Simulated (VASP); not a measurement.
# HfSi20H8 in VASP: further runs

Runs on HfSi20H8. Level: LDA. Tasks: single point.

Program: VASP 6.6.1. These are calculated values, not measurements. Logs are shortened: lines on timing, memory, paths and dates and some standing lists are left out, and cuts for length are marked.

**1. The cell of the first run**

The cell holds a slab with vacuum, 29 atoms: a = 7.679 Å, b = 7.679 Å, c = 18.256 Å, α = 90.00°, β = 90.00°, γ = 90.00°.

**2. Single point, LDA**

Input file INCAR:

```
SYSTEM = HfSi20H8
PREC = Accurate ; ENCUT = 520
EDIFF = 1E-6 ; ISMEAR = -1
SIGMA = 0.02 ; LREAL = Auto
LASPH = .True. ; NELM = 80
ALGO = Normal ; ISIF = 2
LWAVE = .False. ; LCHARG = .False.
GGA = CA ; NBANDS = 69
```

Input file KPOINTS:

```
regular mesh
0
Gamma
  2 2 1
  0 0 0
```

Input file POSCAR:

```
HfSi20H8
1.0
    7.6791800000      0.0000000000      0.0000000000
    0.0000000000      7.6791800000      0.0000000000
    0.0000000000      0.0000000000     18.2555000000
H Si Hf
8 20 1
Direct
    0.4093920184      0.0000000000      0.0547780121
    0.0906079816      0.0000000000      0.0547780121
    0.9093920184      0.0000000000      0.0547780121
    0.5906079816      0.0000000000      0.0547780121
    0.4093920184      0.5000000000      0.0547780121
    0.0906079816      0.5000000000      0.0547780121
    0.9093920184      0.5000000000      0.0547780121
    0.5906079816      0.5000000000      0.0547780121
    0.2500000000      0.0000000000      0.1021883816
    0.7500000000      0.0000000000      0.1021883816
    0.2500000000      0.5000000000      0.1021883816
    0.7500000000      0.5000000000      0.1021883816
    0.2604245505      0.2504118929      0.1708262715
    0.7397615370      0.2503531627      0.1708677385
    0.2565898963      0.7489666865      0.1792855852
    0.7435144117      0.7491164421      0.1792730410
    0.0001569178      0.2746677380      0.2308226014
    0.4999949213      0.2480589073      0.2482306154
    0.0000388062      0.7413800692      0.2506387664
    0.5000665436      0.7457233715      0.2603950042
   -0.0001158978      0.0366489651      0.3049736792
    0.5000925880      0.0117727414      0.3292978007
   -0.0007410948      0.4793476647      0.3243434581
    0.5000614649      0.4792648434      0.3290704719
    0.2331906532      0.0810948565      0.3938509490
    0.7670830740      0.0802563555      0.3939309797
    0.2431917210      0.4175603385      0.3976666758
    0.7561580794      0.4161626632      0.3980125442
    1.0011412677      0.8150564253      0.4033856646
```

Potentials or basis: VASP PAW LDA potentials, release 64 (H, Si, Hf_pv).

Started as:

```sh
> cat potpaw_LDA.64/H/POTCAR potpaw_LDA.64/Si/POTCAR potpaw_LDA.64/Hf_pv/POTCAR > POTCAR
> mpirun -np 1 vasp_std > vasp.out
```

OUTCAR:

```text
SYSTEM = HfSi20H8
   PREC = Accurate
   ENCUT = 520
   EDIFF = 1E-6
   ISMEAR = -1
   LREAL = Auto
   LASPH = .True.
   NELM = 80
   ISIF = 2
   GGA = CA

 ion  position               nearest neighbor table
   1  0.409  0.000  0.055-   9 1.50
   2  0.091  0.000  0.055-   9 1.50
   3  0.909  0.000  0.055-  10 1.50
   4  0.591  0.000  0.055-  10 1.50
   5  0.409  0.500  0.055-  11 1.50
   6  0.091  0.500  0.055-  11 1.50
   7  0.909  0.500  0.055-  12 1.50
   8  0.591  0.500  0.055-  12 1.50
   9  0.250  0.000  0.102-   1 1.50   2 1.50  13 2.30  15 2.39
  10  0.750  0.000  0.102-   3 1.50   4 1.50  14 2.30  16 2.39
  11  0.250  0.500  0.102-   5 1.50   6 1.50  13 2.29  15 2.37
  12  0.750  0.500  0.102-   7 1.50   8 1.50  14 2.29  16 2.38
  13  0.260  0.250  0.171-  17 2.29  11 2.29   9 2.30  18 2.32
  14  0.740  0.250  0.171-  17 2.29  12 2.29  10 2.30  18 2.32
  15  0.257  0.749  0.179-  19 2.36  11 2.37  20 2.39   9 2.39
  16  0.744  0.749  0.179-  19 2.36  12 2.38  20 2.39  10 2.39
  17  0.000  0.275  0.231-  21 2.27  13 2.29  14 2.29  23 2.32
  18  0.500  0.248  0.248-  24 2.31  13 2.32  14 2.32  22 2.34
  19  0.000  0.741  0.251-  16 2.36  15 2.36  23 2.42  21 2.47  29 2.85
  20  0.500  0.746  0.260-  16 2.39  15 2.39  22 2.40  24 2.40
  21  1.000  0.037  0.305-  17 2.27  26 2.44  25 2.44  29 2.47  19 2.47
  22  0.500  0.012  0.329-  18 2.34  20 2.40  26 2.42  25 2.42
  23  0.999  0.479  0.324-  17 2.32  27 2.35  28 2.35  19 2.42  29 2.95
  24  0.500  0.479  0.329-  18 2.31  27 2.38  28 2.38  20 2.40
  25  0.233  0.081  0.394-  22 2.42  21 2.44  27 2.59  29 2.72
  26  0.767  0.080  0.394-  22 2.42  21 2.44  28 2.58  29 2.72
  27  0.243  0.418  0.398-  23 2.35  24 2.38  25 2.59
  28  0.756  0.416  0.398-  23 2.35  24 2.38  26 2.58
  29  0.001  0.815  0.403-  21 2.47  25 2.72  26 2.72  19 2.85  23 2.95

  LATTYP: Found a simple tetragonal cell.
 ALAT       =     7.6791800000
 C/A-ratio  =     2.3772720525

  Lattice vectors:

 A1 = (   7.6791800000,   0.0000000000,   0.0000000000)
 A2 = (   0.0000000000,   7.6791800000,   0.0000000000)
 A3 = (   0.0000000000,   0.0000000000,  18.2555000000)

Analysis of symmetry for initial positions (statically):
=====================================================================
 Subroutine PRICEL returns:
 Original cell was already a primitive cell.

 Routine SETGRP: Setting up the symmetry group for a
 simple tetragonal supercell.

 Subroutine GETGRP returns: Found  1 space group operations
 (whereof  1 operations were pure point group operations)
 out of a pool of 16 trial point group operations.
[... 153 lines left out ...]
   NFREE  =      0    steps in history (QN), initial steepest desc. (CG)
   ISIF   =      2    stress and relaxation
   ISYM   =      2    0-nonsym 1-usesym 2-fastsym
   POTIM  = 0.5000    time-step for ionic-motion
   TEBEG  =    0.0;   TEEND  =   0.0 temperature during run
   PSTRESS=    0.0 pullay stress
   NELECT =      98.0000    total number of electrons
   NUPDOWN=      -1.0000    fix difference up-down
   EMIN   =  10.00;   EMAX   =-10.00  energy-range for DOS
   EFERMI =   0.00;   METHOD = LEGACY
   ISMEAR =    -1;   SIGMA  =   0.02  broadening in eV -4-tet -1-fermi 0-gaus
   EFERMI_NEDOS =   21; number of points for ismear=-14 and -15
   IALGO  =     38    algorithm
   IMIX   =      4    mixing-type and parameters
     AMIX     =   0.40;   BMIX     =  1.00
     AMIX_MAG =   1.60;   BMIX_MAG =  1.00
  volume/ion in A,a.u.               =      37.12       250.51
  Fermi-wavevector in a.u.,A,eV,Ry     =   0.736448  1.391686  7.379207  0.542356
  Thomas-Fermi vector in A             =   1.829890
   LORBIT       =      0    0 simple, 1 ext, 2 COOP (PROOUT), +10 PAW based schemes
   GGA     = CA    functional components
   LHFCALC =     F    Hartree Fock is set to
   AEXX    =    0.0000 exact exchange contribution
   IVDW    =     0    specifies the selected vdW correction
   LEPSILON=     F    determine dielectric tensor
   LRPA    =     F    only Hartree local field effects (RPA)
 non-spin polarized calculation
  energy-cutoff  :      520.00
  volume of cell :     1076.52
 maximum number of plane-waves:     29043
 NGX is ok and might be reduce to    60
   NGX = 29   NGY = 29   NGZ = 67

 number of electron      98.0000003 magnetization

 Free energy of the ion-electron system (eV)
  ---------------------------------------------------
  ext. energy  EPLUGINS =         0.00000000
  ---------------------------------------------------
  free energy    TOTEN  =      -148.10516962 eV

  energy without entropy =     -148.10305453  energy(sigma->0) =     -148.10411208

 E-fermi :  -0.4539     XC(G=0):  -4.9212

 val. band max:       -0.5347413434   @ k =   0.5000   0.0000   0.0000
 cond. band min:      -0.3766626535   @ k =   0.0000   0.0000   0.0000
 fundamental gap:      0.1580786900
 Fermi energy:        -0.4538909584

 k-point     1 :       0.0000    0.0000    0.0000
  band No.  band energies     occupation
      1     -32.2847      2.00000
      2     -32.1199      2.00000
      3     -32.0935      2.00000
      4     -12.1830      2.00000
      5     -10.9495      2.00000
      6     -10.3968      2.00000
[... 245 lines left out ...]
     60       2.3672      0.00000
     61       2.4716      0.00000
 [bands above 61 left out]

------------------------ aborting loop because EDIFF is reached ----------------------------------------

  FORCE on cell =-STRESS in cart. coord.  units (eV):
  Direction    XX          YY          ZZ          XY          YZ          ZX
  --------------------------------------------------------------------------------------
  -------------------------------------------------------------------------------------
  Total        6.0948380    -19.9548149      0.3147602      0.0718315     -0.1232532      0.0042752
  in kB        9.0708779    -29.6985235      0.4684540      0.1069059     -0.1834363      0.0063628
  external PRESSURE =      -6.7197305 kB  Pullay stress =       0.0000000 kB

 VOLUME and BASIS-vectors are now :
 -----------------------------------------------------------------------------
  energy-cutoff  :      520.00
  volume of cell :     1076.52
      direct lattice vectors                 reciprocal lattice vectors
     7.679180000  0.000000000  0.000000000     0.130222237  0.000000000  0.000000000
     0.000000000  7.679180000  0.000000000     0.000000000  0.130222237  0.000000000
     0.000000000  0.000000000 18.255500000     0.000000000  0.000000000  0.054778012

 POSITION                                       TOTAL-FORCE (eV/Angst)
 -----------------------------------------------------------------------------------
      3.14379      0.00000      1.00000        -0.451142     -0.133236     -0.055736
      0.69580      0.00000      1.00000         0.473180     -0.104399     -0.000376
      6.98338      0.00000      1.00000        -0.474006     -0.104010     -0.001242
      4.53539      0.00000      1.00000         0.451097     -0.132545     -0.056110
      3.14379      3.83959      1.00000        -0.444299      0.176099     -0.107745
      0.69580      3.83959      1.00000         0.458561      0.070864      0.027408
[... 21 lines left out ...]
      5.80667      3.19579      7.26592         0.002564      0.011787      0.008717
      0.00876      6.25897      7.36401         0.002941     -0.025085      0.032711
 -----------------------------------------------------------------------------------
    total drift:                                0.003600     -0.004086      0.013596

  FREE ENERGIE OF THE ION-ELECTRON SYSTEM (eV)
  ---------------------------------------------------
  free  energy   TOTEN  =      -148.1051696216 eV

  energy  without entropy=     -148.1030545292  energy(sigma->0) =     -148.10411208
```

OSZICAR:

```text
N       E                     dE             d eps       ncg     rms          rms(c)
DAV:   1     0.393941584711E+03    0.39394E+03   -0.34410E+04   616   0.106E+03
DAV:   2    -0.110420518363E+03   -0.50436E+03   -0.48168E+03   697   0.187E+02
DAV:   3    -0.154739381395E+03   -0.44319E+02   -0.43570E+02   696   0.526E+01
[... 31 lines left out ...]
DAV:  35    -0.148105160038E+03   -0.26845E-04   -0.71231E-06   632   0.855E-03    0.803E-03
DAV:  36    -0.148105165522E+03   -0.54839E-05   -0.48163E-06   616   0.669E-03    0.125E-02
DAV:  37    -0.148105167538E+03   -0.20166E-05   -0.13693E-06   424   0.439E-03    0.198E-03
DAV:  38    -0.148105169184E+03   -0.16458E-05   -0.77539E-07   424   0.255E-03    0.462E-03
DAV:  39    -0.148105169622E+03   -0.43745E-06   -0.13517E-07   392   0.137E-03
   1 F= -.14810517E+03 E0= -.14810411E+03  d E =-.211509E-02
```

Wall time 14 min (1 thread of AMD EPYC 9R14 (Zen 4), shared host); peak memory 0.74 GiB.

What came out:

| Quantity | Value |
| --- | --- |
| Free energy | -148.1052 eV |
| Largest force | 0.490 eV/Å |
| Band gap on the k mesh | 0.16 eV (least direct gap 0.36 eV) |

Forces on the atoms (eV/Å):
```
H   -0.451 -0.133 -0.056
H    0.473 -0.104  0.000
H   -0.474 -0.104 -0.001
H    0.451 -0.133 -0.056
H   -0.444  0.176 -0.108
H    0.459  0.071  0.027
H   -0.459  0.071  0.026
H    0.443  0.176 -0.106
Si   0.080 -0.330  0.138
Si  -0.081 -0.324  0.134
Si   0.357  0.323 -0.018
Si  -0.353  0.320 -0.010
Si  -0.002  0.001 -0.001
Si  -0.001  0.009 -0.003
Si  -0.002 -0.007 -0.004
Si   0.001 -0.009 -0.003
Si  -0.005  0.008  0.004
Si   0.007 -0.007 -0.006
Si   0.000  0.033 -0.008
Si   0.000  0.003  0.007
Si   0.000 -0.013 -0.013
Si   0.000  0.000  0.006
Si  -0.001  0.008 -0.011
Si  -0.005 -0.003 -0.001
Si  -0.001 -0.013  0.001
Si  -0.004 -0.018 -0.003
Si   0.006  0.011  0.022
Si   0.003  0.012  0.009
Hf   0.003 -0.025  0.033
```

Levels at points of the mesh, in eV from the valence-band top:
```tsv
k point	band 46	band 47	band 48	band 49	band 50	band 51	band 52	band 53
(0.00, 0.00, 0.00)	-0.82	-0.62	-0.38	-0.30	0.16	0.35	0.91	0.98
(0.50, 0.00, 0.00)	-0.91	-0.65	-0.38	0.00	0.41	0.84	0.99	1.29
(0.00, 0.50, 0.00)	-0.77	-0.51	-0.24	-0.08	0.34	0.49	0.78	1.00
(0.50, 0.50, 0.00)	-1.03	-0.81	-0.13	-0.04	0.33	0.64	1.06	1.39
```

Caveat: spin-orbit coupling is left out, which moves the levels of the heavy elements.

**3. Single point, LDA**

Input file INCAR:

```
SYSTEM = HfSi20H8
PREC = Accurate ; ENCUT = 520
EDIFF = 1E-7 ; ISMEAR = -1
SIGMA = 0.02 ; LREAL = Auto
LASPH = .True. ; NELM = 100
ALGO = Normal ; ISIF = 2
LWAVE = .False. ; LCHARG = .False.
NBANDS = 69
```

Input file KPOINTS:

```
Automatic mesh
0
Gamma
  2 2 1
  0 0 0
```

Input file POSCAR:

```
HfSi20H8
1.0
    7.6791800000      0.0000000000      0.0000000000
    0.0000000000      7.6791800000      0.0000000000
    0.0000000000      0.0000000000     18.2555000000
H Si Hf
8 20 1
Direct
    0.4093920184      0.0000000000      0.0547780121
    0.0906079816      0.0000000000      0.0547780121
    0.9093920184      0.0000000000      0.0547780121
    0.5906079816      0.0000000000      0.0547780121
    0.4093920184      0.5000000000      0.0547780121
    0.0906079816      0.5000000000      0.0547780121
    0.9093920184      0.5000000000      0.0547780121
    0.5906079816      0.5000000000      0.0547780121
    0.2500000000      0.0000000000      0.1021883816
    0.7500000000      0.0000000000      0.1021883816
    0.2500000000      0.5000000000      0.1021883816
    0.7500000000      0.5000000000      0.1021883816
    0.2601530372      0.2503814209      0.1708632467
    0.7398650637      0.2503833743      0.1708626989
    0.2564866301      0.7488812608      0.1792641670
    0.7435257410      0.7488927203      0.1792664129
    0.0000109387      0.2756660216      0.2310082441
    0.5000091156      0.2474148281      0.2480771822
    0.0000092458      0.7422167471      0.2507045548
    0.5000005209      0.7452342568      0.2603665745
   -0.0000411502      0.0369483460      0.3047567035
    0.4999813782      0.0111557484      0.3292552929
   -0.0000510471      0.4797375501      0.3248084139
    0.5000266956      0.4785568251      0.3288754074
    0.2332913150      0.0806334791      0.3936835474
    0.7666931886      0.0805655031      0.3936705650
    0.2440936402      0.4150324644      0.3975520802
    0.7558882589      0.4149616235      0.3975996823
    1.0000502658      0.8168020544      0.4034867300
```

Potentials or basis: VASP PAW LDA potentials, release 64 (H, Si, Hf_pv).

Started as:

```sh
> cat potpaw_LDA.64/H/POTCAR potpaw_LDA.64/Si/POTCAR potpaw_LDA.64/Hf_pv/POTCAR > POTCAR
> mpirun -np 1 vasp_std > vasp.out
```

Wall time 47 min (1 thread of AMD EPYC 7R13, shared host); peak memory 0.76 GiB.

The run converged. Its results:

```yaml
Free_energy: -148.1043 eV
Largest_force: 0.490 eV/Å
Band_gap_on_the_k_mesh: 0.15 eV (least direct gap 0.36 eV)
```

Forces in eV/Å, atoms in the order of the input:
```
H   -0.452 -0.131 -0.054
H    0.474 -0.107 -0.002
H   -0.474 -0.107 -0.002
H    0.452 -0.131 -0.054
H   -0.443  0.178 -0.107
H    0.459  0.071  0.027
H   -0.459  0.071  0.027
H    0.443  0.178 -0.106
Si   0.073 -0.327  0.140
Si  -0.073 -0.327  0.140
Si   0.354  0.312 -0.017
Si  -0.354  0.313 -0.017
Si  -0.003  0.004 -0.002
Si   0.004  0.003 -0.002
Si   0.001  0.002  0.003
Si  -0.001  0.002  0.003
Si   0.000 -0.004 -0.011
Si   0.000 -0.008  0.001
Si   0.000 -0.011  0.008
Si   0.000  0.004  0.003
Si   0.001  0.016 -0.011
Si   0.000  0.004 -0.004
Si   0.000  0.017 -0.018
Si   0.000 -0.002 -0.003
Si  -0.006 -0.010 -0.001
Si   0.004 -0.011  0.000
Si  -0.005  0.020  0.021
Si   0.005  0.021  0.020
Hf   0.000 -0.039  0.017
```

Levels at points of the mesh, in eV from the valence-band top:
| k point | band 46 | band 47 | band 48 | band 49 | band 50 | band 51 | band 52 | band 53 |
| --- | --- | --- | --- | --- | --- | --- | --- | --- |
| (0.00, 0.00, 0.00) | -0.83 | -0.64 | -0.38 | -0.30 | 0.15 | 0.34 | 0.91 | 0.96 |
| (0.50, 0.00, 0.00) | -0.92 | -0.68 | -0.37 | 0.00 | 0.39 | 0.84 | 0.97 | 1.28 |
| (0.00, 0.50, 0.00) | -0.79 | -0.51 | -0.24 | -0.07 | 0.34 | 0.47 | 0.77 | 1.00 |
| (0.50, 0.50, 0.00) | -1.05 | -0.83 | -0.12 | -0.03 | 0.33 | 0.62 | 1.05 | 1.37 |

Caveat: spin-orbit coupling is left out, which moves the levels of the heavy elements.
